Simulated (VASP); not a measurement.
Set up this calculation in VASP 6.6.1, as the native input.

| Property | Result |
| --- | --- |
| Task | single point |
| Functional | revPBE |
| Potentials or basis | VASP PAW PBE potentials, release 64 (In_d) |
| Cutoff | 520 eV |
| k mesh | 19 × 19 × 17 |
| Occupations | fermi-dirac, width 0.1 eV |
| Spin | no spin polarisation |
| Dipole correction | no |
| Further INCAR settings | ALGO = Normal; EDIFF = 1e-06; NBANDS = 20 |

The structure of In lies in POSCAR:

```
In
1.0
   -3.9940760075      3.9658417229      1.6348853721
    3.9658417229     -3.9940760075      1.6348853721
    2.2043466977      2.2043466977     -1.6865965159
In
2
Direct
    0.9991831451      0.0008168549      1.0000000000
    0.7508168549      0.2491831451      0.5000000000
```

One way to write it, as run:

INCAR

```
SYSTEM = In
ALGO = Normal ; EDIFF = 1E-6
ENCUT = 520 ; GGA = RE
ISIF = 2 ; ISMEAR = -1
LASPH = .TRUE. ; LCHARG = .FALSE.
LREAL = .FALSE. ; LUSENCCL = .FALSE.
LWAVE = .FALSE. ; NBANDS = 20
NELM = 80 ; PREC = Accurate
SIGMA = 0.1
```

KPOINTS

```
k-points
0
G
  19 19 17
  0 0 0
```

Potentials or basis: VASP PAW PBE potentials, release 64 (In_d).

Launch:

```bash
$ cat potpaw_PBE.64/In_d/POTCAR > POTCAR
$ mpirun -np 1 vasp_std > vasp.out
```

Results of the run:

The pressure is 0.0 GPa and the largest force is 0.016 eV/Å. The band gap on the k mesh is zero (bands 13 and 14 overlap by 6.29 eV).

Caveat: the PAW data sets were made with another functional, which shifts forces and pressure a little; spin-orbit coupling is left out, which moves the levels of the heavy elements.

Wall time 41 min on 1 × NVIDIA H100 80GB with 1 thread of AMD EPYC 7R13 Processor (Zen 3), on a shared host, peak memory 2.5 GiB.
